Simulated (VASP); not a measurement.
Zr: single point with LDA

The system is Zr.

```
Zr
1.0
     0.00000    2.29414    2.29414
     2.29414    0.00000    2.29414
     2.29414    2.29414    0.00000
Zr
1
Direct
  0.00000 0.00000 0.00000
```

This cell differs from its parent crystal: volume scaled by 1.12.

| Item | Value |
| --- | --- |
| Program | VASP 6.6.1 |
| Task | single point |
| Functional | LDA |
| Potentials or basis | VASP PAW LDA potentials, release 64 (Zr_sv) |
| Cutoff | 520 eV |
| k mesh | 14 × 14 × 14 |
| Occupations | fermi-dirac, width 0.1 eV |
| Spin | no spin polarisation |
| Dipole correction | no |
| Further INCAR settings | ALGO = Normal; EDIFF = 1e-06; NBANDS = 12 |

| Quantity | Value |
| --- | --- |
| Pressure | -9.3 GPa |
| Band gap on the k mesh | zero (band 6 reaches 9.22 eV, above the bottom of band 7 at 7.69 eV) |

Levels at points of the mesh, in eV from the Fermi level:
| k point | band 3 | band 4 | band 5 | band 6 | band 7 | band 8 | band 9 | band 10 |
| --- | --- | --- | --- | --- | --- | --- | --- | --- |
| (0.00, 0.00, 0.00) | -26.20 | -26.20 | -5.45 | 0.94 | 0.94 | 0.94 | 3.22 | 3.22 |
| (0.50, 0.00, 0.00) | -26.31 | -26.31 | -2.85 | 0.77 | 0.77 | 1.07 | 4.94 | 4.94 |
| (0.50, 0.50, 0.00) | -26.51 | -26.51 | -2.83 | -2.06 | 2.86 | 4.92 | 5.43 | 5.43 |

Run time: 9.5 s on 1 thread of AMD EPYC 9R45 96-Core Processor (Zen 5), with other jobs on the host, peak memory 0.11 GiB.
